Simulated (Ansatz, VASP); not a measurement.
# Na2S: VASP beside Ansatz

```
CELL_PARAMETERS angstrom
0.00000 3.27243 3.27243
3.27243 0.00000 3.27243
3.27243 3.27243 0.00000
ATOMIC_POSITIONS crystal
Na 0.25000 0.25000 0.25000
Na 0.75000 0.75000 0.75000
S 0.00000 0.00000 0.00000
```

Alike in both runs: task single point; functional BLYP; k mesh 6 × 6 × 6; occupations gaussian, width 0.05 eV; no spin polarisation.

|  | VASP | Ansatz |
| --- | --- | --- |
| version | VASP 6.6.1 | Ansatz 0.2.0 |
| potentials or method | VASP PAW PBE potentials, release 64 (Na_pv, S), cutoff 500 eV | scalar-relativistic, plane waves, PAW |
| valence electrons in the cell | 20 | 24 |

|  | VASP | Ansatz | Ansatz less VASP |
| --- | --- | --- | --- |
| gap on the k mesh at the Fermi level (eV) | 2.59 | 2.58 | -0.009 |
| least direct gap on the mesh (eV) | 2.59 | 2.58 | -0.009 |
| pressure (GPa) | 1.0 | 1.0 | +0.04 |

VASP's potentials were made for PBE, not for BLYP. The functional is the same, so the differences come from potentials, cutoffs and numerics. VASP's potentials hold 20 valence electrons a cell and Ansatz's 24, so a difference there can come from the potentials and not from the codes.
